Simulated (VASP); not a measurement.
Wanted: the native input for a VASP 6.6.1 run.

```yaml
Task: density of states
Functional: PBE
Potentials_or_basis: VASP PAW PBE potentials, release 64 (Zn, Se)
Cutoff: 520 eV
k_mesh: 11 × 11 × 11
Occupations: fermi-dirac, width 0.1 eV
Spin: no spin polarisation
Dipole_correction: no
k_mesh_for_the_DOS: 17 × 17 × 17
Occupations_for_the_DOS: tetrahedron
Further_INCAR_settings: ALGO = Normal; EDIFF = 1e-06; NBANDS = 16
```

The system is ZnSe (zincblende type).

```
CELL_PARAMETERS angstrom
0.00000 2.34847 2.34847
2.34847 0.00000 2.34847
2.34847 2.34847 0.00000
ATOMIC_POSITIONS crystal
Zn 0.00000 0.00000 0.00000
Se 0.25000 0.25000 0.25000
```

This cell differs from its parent crystal: volume scaled by 0.55.

The input as run:

POSCAR

```
ZnSe
1.0
    0.0000000000      2.3484696049      2.3484696049
    2.3484696049      0.0000000000      2.3484696049
    2.3484696049      2.3484696049      0.0000000000
Zn Se
1 1
Direct
    0.0000000000      0.0000000000      0.0000000000
    0.2500000000      0.2500000000      0.2500000000
```

INCAR.step1

```
PREC = Accurate ; ENCUT = 520
EDIFF = 1E-6 ; ISMEAR = -1
SIGMA = 0.1 ; LREAL = False
LASPH = True ; NELM = 80
ALGO = Normal ; ISIF = 2
LWAVE = False ; LCHARG = True
GGA = PE ; NBANDS = 16
```

KPOINTS.step1

```
Automatic mesh
0
Gamma
  11 11 11
```

INCAR.step2

```
PREC = Accurate ; ENCUT = 520
EDIFF = 1E-6 ; ISMEAR = -5
SIGMA = 0.1 ; LREAL = False
LASPH = True ; NELM = 80
ALGO = Normal ; ISIF = 2
LWAVE = False ; LCHARG = False
GGA = PE ; LORBIT = 10
NBANDS = 16 ; NEDOS = 1001
ICHARG = 11
```

KPOINTS.step2

```
Automatic mesh
0
Gamma
  17 17 17
```

Potentials or basis: VASP PAW PBE potentials, release 64 (Zn, Se).

The run is started by

```bash
$ cat potpaw_PBE.64/Zn/POTCAR potpaw_PBE.64/Se/POTCAR > POTCAR
$ cp INCAR.step1 INCAR
$ cp KPOINTS.step1 KPOINTS
$ mpirun -np 1 vasp_std > vasp.out
$ cp INCAR.step2 INCAR
$ cp KPOINTS.step2 KPOINTS
$ mpirun -np 1 vasp_std > vasp.out
```

Results of the run:

The valence electrons inside the program's atomic spheres are Zn 11.87; Se 4.49.

Run time: 2.5 min on 1 thread of AMD EPYC 7R13, on a shared host, peak memory 0.18 GiB.
